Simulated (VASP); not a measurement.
# Na: single point with LDA

Crystal: Na.

```xyz
2
Lattice="0.0000 3.7361 3.7361 3.7361 0.0000 3.7361 3.7361 3.7361 0.0000" Properties=species:S:1:pos:R:3 pbc="T T T"
Na    0.9340    0.9340    0.9340
Na    6.5381    6.5381    6.5381
```

This isn't the form of Na at room conditions, which is bcc.

```
Program                : VASP 6.6.1
Task                   : single point
Functional             : LDA
Potentials or basis    : VASP PAW LDA potentials, release 64 (Na_pv)
Cutoff                 : 520 eV
k mesh                 : 9 × 9 × 9
Occupations            : fermi-dirac, width 0.1 eV
Spin                   : no spin polarisation
Dipole correction      : no
Further INCAR settings : ALGO = Normal; EDIFF = 1e-07; NBANDS = 14
```

```
Pressure               : -0.2 GPa
Band gap on the k mesh : zero (bands 7 and 8 overlap by 0.35 eV)
```

Levels at points of the mesh, in eV from the Fermi level:
| k point | band 5 | band 6 | band 7 | band 8 | band 9 | band 10 |
| --- | --- | --- | --- | --- | --- | --- |
| (0.00, 0.00, 0.00) | -25.37 | -25.37 | -2.61 | 4.67 | 4.67 | 4.67 |

Run time: 22 s on 1 thread of Intel(R) Xeon(R) Platinum 8488C (Sapphire Rapids), with other jobs on the host, peak memory 0.19 GiB.
